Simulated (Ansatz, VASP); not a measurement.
## Ti: VASP beside Ansatz

INCAR

```
SYSTEM = Ti
PREC = Accurate
ENCUT = 520
EDIFF = 1E-7
ISMEAR = 0
SIGMA = 0.15
LREAL = .False.
LASPH = .True.
NELM = 100
ALGO = Fast
ISIF = 2
LWAVE = .False.
LCHARG = .True.
GGA = PE
LELF = .True.
LVHAR = .True.
NBANDS = 12
```

Contents of KPOINTS:

```
regular mesh
0
Gamma
  20 20 20
  0 0 0
```

Contents of POSCAR:

```
Ti
1.0
    0.0000000000      2.1924000000      2.0300000000
    2.1924000000      0.0000000000      2.0300000000
    2.1924000000      2.1924000000      0.0000000000
Ti
1
Direct
    0.0000000000      0.0000000000      0.0000000000
```

Input for Ansatz:

```yaml
crystal:
  lattice:
    - [0.0, 2.1924, 2.03]
    - [2.1924, 0.0, 2.03]
    - [2.1924, 2.1924, 0.0]
  atoms:
    - { symbol: Ti, position: [0.0, 0.0, 0.0] }
basis:
  ecutwfc: 420
kpoints:
  mp_grid: { grid: [20, 20, 20] }
hamiltonian:
  xc: pbe
scf:
  occupations: { method: gaussian, width: 0.15 }
output:
  forces: true
  stress: true
  eigenvalues: true
```

Change from the starting cell: strain +0.080 along x and y, +0.000 along z, atoms carried along.

Alike in both runs: task single point; functional PBE; k mesh 20 × 20 × 20; occupations gaussian, width 0.15 eV; no spin polarisation.

```csv
,VASP,Ansatz
version,VASP 6.6.1,Ansatz 0.2.0
potentials or method,"VASP PAW PBE potentials, release 64 (Ti_sv), cutoff 520 eV","scalar-relativistic, plane waves, PAW"
valence electrons in the cell,12,12
```

|  | VASP | Ansatz | Ansatz less VASP |
| --- | --- | --- | --- |
| gap on the k mesh at the Fermi level (eV) | none | none | - |
| pressure (GPa) | -10.2 | -10.1 | +0.09 |
| traceless stress, the component that is largest in VASP (GPa) | 1.49 | 1.49 | -0.003 |

A gap of «none» marks a metal or a gap that the smearing closes. With one functional, cell and mesh, what is left measures potentials, basis and numerics.
